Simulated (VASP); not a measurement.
# MgO (Periclase) (I4/mmm) in VASP: notebook, part 2 of 2

VASP 6.6.1. Earlier steps stand in the parts before.

## Step 3: Single point, r2SCAN (uniaxial y strain +6.0%)

File POSCAR:

```
MgO
1.0
    0.0000000000      2.2280878905      2.1021680257
    2.1021680257      0.0000000000      2.1021680257
    2.1021680257      2.2280878905      0.0000000000
Mg O
1 1
Direct
    0.0000000000      0.0000000000      0.0000000000
    0.5000000000      0.5000000000      0.5000000000
```

File INCAR.step1:

```
  ALGO = Normal
  EDIFF = 1E-4
  ENCUT = 520
  GGA = PE
  ISMEAR = 0
  LASPH = T
  LCHARG = F
  LREAL = F
  LWAVE = T
  NBANDS = 11
  NELM = 80
  PREC = Accurate
  SIGMA = 0.01
```

File INCAR.step2:

```
  ALGO = Normal
  EDIFF = 1E-6
  ENCUT = 520
  ISIF = 2
  ISMEAR = 0
  ISTART = 1
  LASPH = T
  LCHARG = T
  LELF = T
  LMIXTAU = T
  LREAL = F
  LVHAR = T
  LWAVE = F
  METAGGA = R2SCAN
  NBANDS = 11
  NELM = 80
  PREC = Accurate
  SIGMA = 0.01
```

File KPOINTS:

```
k-points
0
Gamma
  10 10 10
```

Potentials or basis: VASP PAW PBE potentials, release 64 (Mg, O).

Launch:

```bash
> cat potpaw_PBE.64/Mg/POTCAR potpaw_PBE.64/O/POTCAR > POTCAR
> cp INCAR.step1 INCAR
> mpirun -np 1 vasp_std > vasp.out
> cp INCAR.step2 INCAR
> mpirun -np 1 vasp_std > vasp.out
```

OUTCAR:

```text
EDIFF = 1E-6
   ENCUT = 520
   ISIF = 2
   ISMEAR = 0
   ISTART = 1
   LASPH = T
   LREAL = F
   METAGGA = R2SCAN
   NELM = 80
   PREC = Accurate

 ion  position               nearest neighbor table
   1  0.000  0.000  0.000-   2 2.10   2 2.10   2 2.10   2 2.10   2 2.23   2 2.23
   2  0.500  0.500  0.500-   1 2.10   1 2.10   1 2.10   1 2.10   1 2.23   1 2.23

  LATTYP: Found a body centered tetragonal cell.
 ALAT       =     2.9729145323
 C/A-ratio  =     1.4989249548

  Lattice vectors:

 A1 = (   0.0000000000,  -2.2280878905,   2.1021680257)
 A2 = (   0.0000000000,  -2.2280878905,  -2.1021680257)
 A3 = (   2.1021680257,   2.2280878905,   0.0000000000)

Analysis of symmetry for initial positions (statically):
=====================================================================
 Subroutine PRICEL returns:
 Original cell was already a primitive cell.

 Routine SETGRP: Setting up the symmetry group for a
 body centered tetragonal supercell.

 Subroutine GETGRP returns: Found 16 space group operations
 (whereof 16 operations were pure point group operations)
 out of a pool of 16 trial point group operations.

The static configuration has the point symmetry D_4h.

Analysis of symmetry for dynamics (positions and initial velocities):
=====================================================================
 Subroutine PRICEL returns:
 Original cell was already a primitive cell.

 Routine SETGRP: Setting up the symmetry group for a
 body centered tetragonal supercell.

 Subroutine GETGRP returns: Found 16 space group operations
 (whereof 16 operations were pure point group operations)
 out of a pool of 16 trial point group operations.

The dynamic configuration has the point symmetry D_4h.

 Subroutine INISYM returns: Found 16 space group operations
 (whereof 16 operations are pure point group operations),
 and found     1 'primitive' translations

----------------------------------------------------------------------------------------

                                     Primitive cell

  volume of cell :      19.6923

  direct lattice vectors                    reciprocal lattice vectors
     0.000000000  2.228087890  2.102168026    -0.237849684  0.224407665  0.237849684
     2.102168026  0.000000000  2.102168026     0.237849684 -0.224407665  0.237849684
     2.102168026  2.228087890  0.000000000     0.237849684  0.224407665 -0.237849684

  length of vectors
     3.063247632  2.972914532  3.063247632     0.404355962  0.404355962  0.404355962

  position of ions in fractional coordinates (direct lattice)
     0.000000000  0.000000000  0.000000000
     0.500000000  0.500000000  0.500000000

  ion indices of the primitive-cell ions
   primitive index   ion index
                 1           1
                 2           2

----------------------------------------------------------------------------------------

 KPOINTS: k-points

Automatic generation of k-mesh.
 Grid dimensions read from file:
 generate k-points for:   10   10   10

 Generating k-lattice:

  Cartesian coordinates                     Fractional coordinates (reciprocal lattice)
    -0.023784968  0.022440766  0.023784968     0.100000000  0.000000000  0.000000000
     0.023784968 -0.022440766  0.023784968     0.000000000  0.100000000  0.000000000
     0.023784968  0.022440766 -0.023784968     0.000000000  0.000000000  0.100000000

  Length of vectors
     0.040435596  0.040435596  0.040435596

  Shift w.r.t. Gamma in fractional coordinates (k-lattice)
     0.000000000  0.000000000  0.000000000

 Subroutine IBZKPT returns following result:
 ===========================================

 Found    102 irreducible k-points:

 Following reciprocal coordinates:
            Coordinates               Weight
  0.000000  0.000000  0.000000      1.000000
  0.100000  0.000000  0.000000      8.000000
  0.200000  0.000000  0.000000      8.000000
  0.300000  0.000000  0.000000      8.000000
  0.400000  0.000000 -0.000000      8.000000
  0.500000  0.000000 -0.000000      4.000000
[... 16 lines left out ...]
  0.300000  0.300000  0.000000      4.000000
  0.400000  0.300000 -0.000000     16.000000
 [... further k-points ...]
   k-points           NKPTS =    102   k-points in BZ     NKDIM =    102   number of bands    NBANDS=     11
   number of dos      NEDOS =    301   number of ions     NIONS =      2
   total plane-waves  NPLWV =  13824
   dimension x,y,z NGX =    24 NGY =   24 NGZ =   24
   dimension x,y,z NGXF=    48 NGYF=   48 NGZF=   48
   ions per type =               1   1
   NGX,Y,Z   is equivalent  to a cutoff of  13.03, 13.42, 13.03 a.u.
   NGXF,Y,Z  is equivalent  to a cutoff of  26.05, 26.84, 26.05 a.u.
 SYSTEM =  unknown system
   PREC   = accura    normal or accurate (medium, high low for compatibility)
   ISTART =      1    job   : 0-new  1-cont  2-samecut
   ICHARG =      0    charge: 1-file 2-atom 10-const
   ISPIN  =      1    spin polarized calculation?
   LNONCOLLINEAR =      F non collinear calculations
   LSORBIT =      F    spin-orbit coupling
   LASPH  =      T    aspherical Exc in radial PAW
   ENCUT  =  520.0 eV  38.22 Ry    6.18 a.u.   5.70  5.53  5.70*2*pi/ulx,y,z
   NELM   =     80;   NELMIN=  2; NELMDL=  0     # of ELM steps
   EDIFF  = 0.1E-05   stopping-criterion for ELM
   LREAL  =      F    real-space projection
   EDIFFG = 0.1E-04   stopping-criterion for IOM
   NSW    =      0    number of steps for IOM
   IBRION =     -1    ionic relax: 0-MD 1-quasi-New 2-CG
   NFREE  =      0    steps in history (QN), initial steepest desc. (CG)
   ISIF   =      2    stress and relaxation
   ISYM   =      2    0-nonsym 1-usesym 2-fastsym
   POTIM  = 0.5000    time-step for ionic-motion
   TEBEG  =    0.0;   TEEND  =   0.0 temperature during run
   PSTRESS=    0.0 pullay stress
   NELECT =       8.0000    total number of electrons
   NUPDOWN=      -1.0000    fix difference up-down
   EMIN   =  10.00;   EMAX   =-10.00  energy-range for DOS
   EFERMI =   0.00;   METHOD = LEGACY
   ISMEAR =     0;   SIGMA  =   0.01  broadening in eV -4-tet -1-fermi 0-gaus
   EFERMI_NEDOS =   21; number of points for ismear=-14 and -15
   IALGO  =     38    algorithm
   IMIX   =      4    mixing-type and parameters
     AMIX     =   0.40;   BMIX     =  1.00
     AMIX_MAG =   1.60;   BMIX_MAG =  1.00
  volume/ion in A,a.u.               =       9.85        66.45
  Fermi-wavevector in a.u.,A,eV,Ry     =   1.212474  2.291244 20.001833  1.470093
  Thomas-Fermi vector in A             =   2.347957
   LORBIT       =      0    0 simple, 1 ext, 2 COOP (PROOUT), +10 PAW based schemes
   METAGGA = R2SCAN    functional components
   LHFCALC =     F    Hartree Fock is set to
   AEXX    =    0.0000 exact exchange contribution
   IVDW    =     0    specifies the selected vdW correction
   LEPSILON=     F    determine dielectric tensor
   LRPA    =     F    only Hartree local field effects (RPA)
 non-spin polarized calculation
 Gauss-broadening in eV      SIGMA  =   0.01
  energy-cutoff  :      520.00
  volume of cell :       19.69
 maximum number of plane-waves:       548
   NGX = 11   NGY = 11   NGZ = 11

 number of electron       8.0000000 magnetization

 Free energy of the ion-electron system (eV)
  ---------------------------------------------------
  ext. energy  EPLUGINS =         0.00000000
  ---------------------------------------------------
  free energy    TOTEN  =       -16.10425377 eV

  energy without entropy =      -16.10425377  energy(sigma->0) =      -16.10425377

 E-fermi :   2.5277     XC(G=0): -11.3212

 val. band max:        2.4691825239   @ k =   0.0000   0.0000   0.0000
 cond. band min:       7.4640468392   @ k =   0.0000   0.0000   0.0000
 fundamental gap:      4.9948643153
 Fermi energy:         2.5276753564

 k-point     1 :       0.0000    0.0000    0.0000
  band No.  band energies     occupation
      1     -15.5511      2.00000
      2       2.3521      2.00000
      3       2.3521      2.00000
      4       2.4692      2.00000
      5       7.4640      0.00000
      6      18.5545      0.00000
      7      19.1591      0.00000
      8      19.1591      0.00000
      9      22.9587      0.00000
     10      23.7491      0.00000
     11      25.5914      0.00000
[... 309 lines left out ...]
 k-point    24 :       0.4000    0.3000   -0.0000
  band No.  band energies     occupation
      1     -14.4203      2.00000
      2      -1.0024      2.00000
      3       1.0317      2.00000
      4       1.3788      2.00000
      5      12.4214      0.00000
      6      13.2138      0.00000
      7      16.8900      0.00000
      8      20.6414      0.00000
      9      21.5201      0.00000
     10      27.6787      0.00000
     11      30.1210      0.00000

 [... further k-points ...]
[... 5 lines left out ...]
  --------------------------------------------------------------------------------------
  -------------------------------------------------------------------------------------
  Total       -0.7556832     -1.7132086     -0.7556832      0.0000000      0.0000000      0.0000000
  in kB      -61.4827353   -139.3874445    -61.4827353      0.0000000      0.0000000      0.0000000
  external PRESSURE =     -87.4509717 kB  Pullay stress =       0.0000000 kB

 VOLUME and BASIS-vectors are now :
 -----------------------------------------------------------------------------
  energy-cutoff  :      520.00
  volume of cell :       19.69
      direct lattice vectors                 reciprocal lattice vectors
     0.000000000  2.228087890  2.102168026    -0.237849684  0.224407665  0.237849684
     2.102168026  0.000000000  2.102168026     0.237849684 -0.224407665  0.237849684
     2.102168026  2.228087890  0.000000000     0.237849684  0.224407665 -0.237849684

 POSITION                                       TOTAL-FORCE (eV/Angst)
 -----------------------------------------------------------------------------------
      0.00000      0.00000      0.00000         0.000000      0.000000     -0.000000
      2.10217      2.22809      2.10217        -0.000000     -0.000000      0.000000
 -----------------------------------------------------------------------------------
    total drift:                               -0.000000     -0.000000      0.000000

  FREE ENERGIE OF THE ION-ELECTRON SYSTEM (eV)
  ---------------------------------------------------
  free  energy   TOTEN  =       -16.1042537748 eV

  energy  without entropy=      -16.1042537748  energy(sigma->0) =      -16.10425377
```

Run time: 1.9 min. Hardware: 1 thread of Intel Xeon 8259CL, shared host; peak memory 0.16 GiB.

Results:

```yaml
Free_energy: -16.1043 eV
Pressure: -8.7 GPa
Band_gap_on_the_k_mesh: 4.99 eV, direct
```

Caveat: the cell differs from its parent crystal (uniaxial y strain +6.0%); the PAW data sets were made with another functional, which shifts forces and pressure a little.
